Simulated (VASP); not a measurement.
# Pd in VASP: notebook

Runs on Pd. Level: PBE. Tasks: single point.

All numbers are computed with VASP 6.6.1; they aren't measurements. Logs are shortened: lines on timing, memory, paths and dates and some standing lists are left out, and cuts for length are marked.

### 1 The cell of the first run

The cell holds a slab with vacuum, 5 atoms: a = 2.751 Å, b = 2.751 Å, c = 25.983 Å, α = 90.00°, β = 90.00°, γ = 120.00°.

### 2 Single point, PBE

The input, INCAR:

```
PREC = Accurate
ENCUT = 520
EDIFF = 1E-6
ISMEAR = 0
SIGMA = 0.1
LREAL = False
LASPH = True
NELM = 100
ALGO = Normal
ISIF = 2
LWAVE = False
LCHARG = True
LDIPOL = True
IDIPOL = 3
DIPOL = 0.5 0.5 0.502
GGA = PE
LELF = True
LVHAR = True
LVACPOTAV = True
NBANDS = 33
```

The input, KPOINTS:

```
Automatic mesh
0
Gamma
  12 12 1
```

The input, POSCAR:

```
Pd
1.0
    2.7505039585      0.0000000000      0.0000000000
   -1.3752519793      2.3820063013      0.0000000000
    0.0000000000      0.0000000000     25.9831084861
Pd
5
Direct
    0.6666666667      0.3333333333      0.3271356083
    0.3333333333      0.6666666667      0.4135678041
    0.0000000000      0.0000000000      0.5019720910
    0.6666666667      0.3333333333      0.5903667344
    0.3333333333      0.6666666667      0.6790897231
```

Potentials or basis: VASP PAW PBE potentials, release 64 (Pd).

Launch:

```console
cat potpaw_PBE.64/Pd/POTCAR > POTCAR
mpirun -np 1 vasp_std > vasp.out
```

OUTCAR:

```text
PREC = Accurate
   ENCUT = 520
   EDIFF = 1E-6
   ISMEAR = 0
   LREAL = False
   LASPH = True
   NELM = 100
   ISIF = 2
   GGA = PE

 ion  position               nearest neighbor table
   1  0.667  0.333  0.327-   2 2.75   2 2.75   2 2.75
   2  0.333  0.667  0.414-   1 2.75   1 2.75   1 2.75   3 2.79   3 2.79   3 2.79
   3  0.000  0.000  0.502-   4 2.79   4 2.79   4 2.79   2 2.79   2 2.79   2 2.79
   4  0.667  0.333  0.590-   3 2.79   3 2.79   3 2.79   5 2.80   5 2.80   5 2.80
   5  0.333  0.667  0.679-   4 2.80   4 2.80   4 2.80

  LATTYP: Found a hexagonal cell.
 ALAT       =     2.7505039585
 C/A-ratio  =     9.4466719111

  Lattice vectors:

 A1 = (   2.7505039585,   0.0000000000,   0.0000000000)
 A2 = (  -1.3752519793,   2.3820063013,   0.0000000000)
 A3 = (   0.0000000000,   0.0000000000,  25.9831084861)

Analysis of symmetry for initial positions (statically):
=====================================================================
 Subroutine PRICEL returns:
 Original cell was already a primitive cell.

 Routine SETGRP: Setting up the symmetry group for a
 hexagonal supercell.

 Subroutine GETGRP returns: Found  6 space group operations
 (whereof  6 operations were pure point group operations)
 out of a pool of 24 trial point group operations.

The static configuration has the point symmetry C_3v.

Analysis of symmetry for dynamics (positions and initial velocities):
=====================================================================
 Subroutine PRICEL returns:
 Original cell was already a primitive cell.

 Routine SETGRP: Setting up the symmetry group for a
 hexagonal supercell.

 Subroutine GETGRP returns: Found  6 space group operations
 (whereof  6 operations were pure point group operations)
 out of a pool of 24 trial point group operations.

The dynamic configuration has the point symmetry C_3v.

 Subroutine INISYM returns: Found  6 space group operations
 (whereof  6 operations are pure point group operations),
 and found     1 'primitive' translations

----------------------------------------------------------------------------------------

                                     Primitive cell

  volume of cell :     170.2340

  direct lattice vectors                    reciprocal lattice vectors
     2.750503958  0.000000000  0.000000000     0.363569737  0.209907085  0.000000000
    -1.375251979  2.382006301  0.000000000     0.000000000  0.419814171  0.000000000
     0.000000000  0.000000000 25.983108486     0.000000000  0.000000000  0.038486542

  length of vectors
     2.750503958  2.750503959 25.983108486     0.419814171  0.419814171  0.038486542

  position of ions in fractional coordinates (direct lattice)
     0.666666667  0.333333333  0.327135608
     0.333333333  0.666666667  0.413567804
     0.000000000  0.000000000  0.501972091
     0.666666667  0.333333333  0.590366734
     0.333333333  0.666666667  0.679089723

  ion indices of the primitive-cell ions
   primitive index   ion index
                 1           1
                 2           2
                 3           3
                 4           4
                 5           5

----------------------------------------------------------------------------------------

 KPOINTS: Automatic mesh

Automatic generation of k-mesh.
 Grid dimensions read from file:
 generate k-points for:   12   12    1

 Generating k-lattice:

  Cartesian coordinates                     Fractional coordinates (reciprocal lattice)
     0.030297478  0.017492257  0.000000000     0.083333333  0.000000000  0.000000000
     0.000000000  0.034984514  0.000000000     0.000000000  0.083333333  0.000000000
     0.000000000  0.000000000  0.038486542     0.000000000  0.000000000  1.000000000

  Length of vectors
     0.034984514  0.034984514  0.038486542

  Shift w.r.t. Gamma in fractional coordinates (k-lattice)
     0.000000000  0.000000000  0.000000000

 Subroutine IBZKPT returns following result:
 ===========================================

 Found     19 irreducible k-points:

 Following reciprocal coordinates:
            Coordinates               Weight
  0.000000  0.000000  0.000000      1.000000
  0.083333 -0.000000  0.000000      6.000000
  0.166667 -0.000000  0.000000      6.000000
  0.250000  0.000000  0.000000      6.000000
  0.333333 -0.000000  0.000000      6.000000
  0.416667 -0.000000  0.000000      6.000000
[... 11 lines left out ...]
  0.333333  0.250000  0.000000     12.000000
  0.333333  0.333333  0.000000      2.000000
   k-points           NKPTS =     19   k-points in BZ     NKDIM =     19   number of bands    NBANDS=     33
   number of dos      NEDOS =    301   number of ions     NIONS =      5
   total plane-waves  NPLWV =  78400
   dimension x,y,z NGX =    20 NGY =   20 NGZ =  196
   dimension x,y,z NGXF=    40 NGYF=   40 NGZF=  392
   ions per type =               5
   NGX,Y,Z   is equivalent  to a cutoff of  12.09, 12.09, 12.54 a.u.
   NGXF,Y,Z  is equivalent  to a cutoff of  24.18, 24.18, 25.08 a.u.
 SYSTEM =  unknown system
   PREC   = accura    normal or accurate (medium, high low for compatibility)
   ISTART =      0    job   : 0-new  1-cont  2-samecut
   ICHARG =      2    charge: 1-file 2-atom 10-const
   ISPIN  =      1    spin polarized calculation?
   LNONCOLLINEAR =      F non collinear calculations
   LSORBIT =      F    spin-orbit coupling
   LASPH  =      T    aspherical Exc in radial PAW
   ENCUT  =  520.0 eV  38.22 Ry    6.18 a.u.   5.11  5.11 48.31*2*pi/ulx,y,z
   NELM   =    100;   NELMIN=  2; NELMDL= -5     # of ELM steps
   EDIFF  = 0.1E-05   stopping-criterion for ELM
   LREAL  =      F    real-space projection
   EDIFFG = 0.1E-04   stopping-criterion for IOM
   NSW    =      0    number of steps for IOM
   IBRION =     -1    ionic relax: 0-MD 1-quasi-New 2-CG
   NFREE  =      0    steps in history (QN), initial steepest desc. (CG)
   ISIF   =      2    stress and relaxation
   ISYM   =      2    0-nonsym 1-usesym 2-fastsym
   POTIM  = 0.5000    time-step for ionic-motion
   TEBEG  =    0.0;   TEEND  =   0.0 temperature during run
   PSTRESS=    0.0 pullay stress
   NELECT =      50.0000    total number of electrons
   NUPDOWN=      -1.0000    fix difference up-down
   EMIN   =  10.00;   EMAX   =-10.00  energy-range for DOS
   EFERMI =   0.00;   METHOD = LEGACY
   ISMEAR =     0;   SIGMA  =   0.10  broadening in eV -4-tet -1-fermi 0-gaus
   EFERMI_NEDOS =   21; number of points for ismear=-14 and -15
   IALGO  =     38    algorithm
   IMIX   =      4    mixing-type and parameters
     AMIX     =   0.40;   BMIX     =  1.00
     AMIX_MAG =   1.60;   BMIX_MAG =  1.00
  volume/ion in A,a.u.               =      34.05       229.76
  Fermi-wavevector in a.u.,A,eV,Ry     =   1.088218  2.056435 16.112282  1.184219
  Thomas-Fermi vector in A             =   2.224395
   LORBIT       =      0    0 simple, 1 ext, 2 COOP (PROOUT), +10 PAW based schemes
   GGA     = PE    functional components
   LHFCALC =     F    Hartree Fock is set to
   AEXX    =    0.0000 exact exchange contribution
   IVDW    =     0    specifies the selected vdW correction
   LEPSILON=     F    determine dielectric tensor
   LRPA    =     F    only Hartree local field effects (RPA)
 non-spin polarized calculation
 Gauss-broadening in eV      SIGMA  =   0.10
  energy-cutoff  :      520.00
  volume of cell :      170.23
 maximum number of plane-waves:      4613
   NGX = 11   NGY = 11   NGZ = 97

 dipolmoment           0.000000      0.000000     -0.002782 electrons x Angstroem

 number of electron      50.0000004 magnetization

 dipolmoment           0.000000      0.000000      0.000544 electrons x Angstroem

 Free energy of the ion-electron system (eV)
  ---------------------------------------------------
  ext. energy  EPLUGINS =         0.00000000
  ---------------------------------------------------
  free energy    TOTEN  =       -25.01418646 eV

  energy without entropy =      -24.94224366  energy(sigma->0) =      -24.97821506

 E-fermi :   1.2320     XC(G=0):  -6.4205

 val. band max:        1.2300343013   @ k =   0.1667   0.0833   0.0000
 cond. band min:       1.2495353636   @ k =   0.2500   0.0000   0.0000
 fundamental gap:      0.0195010623
 Fermi energy:         1.2319647932

 k-point     1 :       0.0000    0.0000    0.0000
  band No.  band energies     occupation
      1      -5.4419      2.00000
      2      -4.6651      2.00000
      3      -3.9556      2.00000
      4      -3.7296      2.00000
      5      -3.6198      2.00000
      6      -1.6813      2.00000
[... 25 lines left out ...]
     32       6.2837      0.00000
     33       6.5838      0.00000

 k-point     2 :       0.0833   -0.0000    0.0000
  band No.  band energies     occupation
      1      -5.2222      2.00000
      2      -4.4527      2.00000
      3      -3.7640      2.00000
      4      -3.5408      2.00000
      5      -3.4326      2.00000
      6      -1.7612      2.00000
[... 25 lines left out ...]
     32       6.4637      0.00000
     33       6.7792      0.00000

 k-point     3 :       0.1667   -0.0000    0.0000
  band No.  band energies     occupation
      1      -4.6221      2.00000
      2      -3.9076      2.00000
      3      -3.3238      2.00000
      4      -3.0798      2.00000
      5      -2.9709      2.00000
      6      -2.1458      2.00000
[... 25 lines left out ...]
     32       6.9951      0.00000
     33       7.3675      0.00000

 k-point     4 :       0.2500    0.0000    0.0000
  band No.  band energies     occupation
      1      -3.9004      2.00000
      2      -3.4285      2.00000
      3      -3.1685      2.00000
      4      -2.8440      2.00000
      5      -2.7226      2.00000
      6      -2.5091      2.00000
[... 25 lines left out ...]
     32       7.8505      0.00000
     33       8.3456      0.00000

 k-point     5 :       0.3333   -0.0000    0.0000
  band No.  band energies     occupation
      1      -3.5958      2.00000
      2      -3.4849      2.00000
      3      -3.2758      2.00000
      4      -3.1430      2.00000
      5      -2.9765      2.00000
      6      -2.7691      2.00000
[... 424 lines left out ...]
 k-point    17 :       0.2500    0.2500    0.0000
  band No.  band energies     occupation
      1      -3.0537      2.00000
      2      -3.0317      2.00000
      3      -2.8327      2.00000
      4      -2.5908      2.00000
      5      -2.4492      2.00000
      6      -2.4005      2.00000
[... 25 lines left out ...]
     32      10.4337      0.00000
     33      10.4737      0.00000

 k-point    18 :       0.3333    0.2500    0.0000
  band No.  band energies     occupation
      1      -3.1104      2.00000
      2      -2.8969      2.00000
      3      -2.7408      2.00000
      4      -2.6183      2.00000
      5      -2.4909      2.00000
      6      -2.3443      2.00000
[... 25 lines left out ...]
     32       9.6221      0.00000
     33       9.8697      0.00000

 k-point    19 :       0.3333    0.3333    0.0000
  band No.  band energies     occupation
      1      -2.7817      2.00000
      2      -2.7792      2.00000
      3      -2.7752      2.00000
      4      -2.4553      2.00000
      5      -2.3929      2.00000
      6      -2.3477      2.00000
[... 25 lines left out ...]
     32       9.3580      0.00000
     33       9.3595      0.00000

------------------------ aborting loop because EDIFF is reached ----------------------------------------

  FORCE on cell =-STRESS in cart. coord.  units (eV):
  Direction    XX          YY          ZZ          XY          YZ          ZX
  --------------------------------------------------------------------------------------
  -------------------------------------------------------------------------------------
  Total        0.0530091      0.0530091      0.5773256     -0.0000000      0.0000000     -0.0000000
  in kB        0.4989016      0.4989016      5.4335682     -0.0000000      0.0000000     -0.0000000
  external PRESSURE =       2.1437905 kB  Pullay stress =       0.0000000 kB

 VOLUME and BASIS-vectors are now :
 -----------------------------------------------------------------------------
  energy-cutoff  :      520.00
  volume of cell :      170.23
      direct lattice vectors                 reciprocal lattice vectors
     2.750503958  0.000000000  0.000000000     0.363569737  0.209907085  0.000000000
    -1.375251979  2.382006301  0.000000000     0.000000000  0.419814171  0.000000000
     0.000000000  0.000000000 25.983108486     0.000000000  0.000000000  0.038486542

 POSITION                                       TOTAL-FORCE (eV/Angst)
 -----------------------------------------------------------------------------------
      1.37525      0.79400      8.50000        -0.000000      0.000000     -0.305198
     -0.00000      1.58800     10.74578        -0.000000      0.000000      0.316755
      0.00000      0.00000     13.04280         0.000000      0.000000     -0.000277
      1.37525      0.79400     15.33956        -0.000000     -0.000000     -0.005750
     -0.00000      1.58800     17.64486         0.000000      0.000000     -0.005531
 -----------------------------------------------------------------------------------
    total drift:                                0.000000      0.000000      0.001260

  FREE ENERGIE OF THE ION-ELECTRON SYSTEM (eV)
  ---------------------------------------------------
  free  energy   TOTEN  =       -25.0141864570 eV

  energy  without entropy=      -24.9422436641  energy(sigma->0) =      -24.97821506

 vacuum level on the upper side and lower side of the slab         6.505         6.490
```

Run time: 3.2 min. Hardware: 1 thread of Intel Xeon Platinum 8259CL at 2.50GHz (Skylake/Cascade Lake), shared host; peak memory 0.3 GiB.

Results:

| Item | Value |
| --- | --- |
| Free energy | -25.0142 eV |
| Largest force | 0.317 eV/Å |
| Band gap on the k mesh | zero (bands 25 and 26 overlap by 0.98 eV) |

Forces on the atoms (eV/Å):
```
Pd   0.000  0.000 -0.305
Pd   0.000  0.000  0.317
Pd   0.000  0.000  0.000
Pd   0.000  0.000 -0.006
Pd   0.000  0.000 -0.006
```

### 3 Single point, PBE

The input, INCAR:

```
SYSTEM = Pd
PREC = Accurate
ENCUT = 520
EDIFF = 1E-6
ISMEAR = 0
SIGMA = 0.1
LREAL = .False.
LASPH = .True.
NELM = 80
ALGO = Normal
ISIF = 2
LWAVE = .False.
LCHARG = .True.
LDIPOL = .True.
IDIPOL = 3
DIPOL = 0.5 0.5 0.502
GGA = PE
LELF = .True.
LVHAR = .True.
LVACPOTAV = .True.
NBANDS = 33
```

The input, KPOINTS:

```
regular mesh
0
Gamma
  24 24 1
  0 0 0
```

The input, POSCAR:

```
Pd
1.0
    2.7505039600      0.0000000000      0.0000000000
   -1.3752519800      2.3820063000      0.0000000000
    0.0000000000      0.0000000000     25.9831084861
Pd
5
Direct
    0.6666666665      0.3333333335      0.3271356083
    0.3333333335      0.6666666670      0.4135678041
    0.0000000000      0.0000000000      0.5019720910
    0.6666666665      0.3333333335      0.5903667344
    0.3333333335      0.6666666670      0.6790897231
```

Potentials or basis: VASP PAW PBE potentials, release 64 (Pd).

Launch:

```console
cat potpaw_PBE.64/Pd/POTCAR > POTCAR
mpirun -np 1 vasp_std > vasp.out
```

Run time: 13 min. Hardware: 1 thread of Intel Xeon Platinum 8259CL at 2.50GHz (Skylake/Cascade Lake), shared host; peak memory 0.41 GiB.

Results (log left out):

```yaml
Free_energy: -25.0154 eV
Largest_force: 0.329 eV/Å
Band_gap_on_the_k_mesh: zero (bands 25 and 26 overlap by 0.97 eV)
```

Forces on the atoms (eV/Å):
```
Pd   0.000  0.000 -0.326
Pd   0.000  0.000  0.329
Pd   0.000  0.000 -0.002
Pd   0.000  0.000 -0.014
Pd   0.000  0.000  0.014
```

Levels at points of the mesh, in eV from the Fermi level:
```tsv
k point	band 23	band 24	band 25	band 26	band 27	band 28
(0.00, 0.00, 0.00)	-1.05	-0.71	-0.71	-0.27	-0.27	-0.07
(0.50, 0.00, 0.00)	0.19	0.34	0.37	1.77	2.86	3.63
```
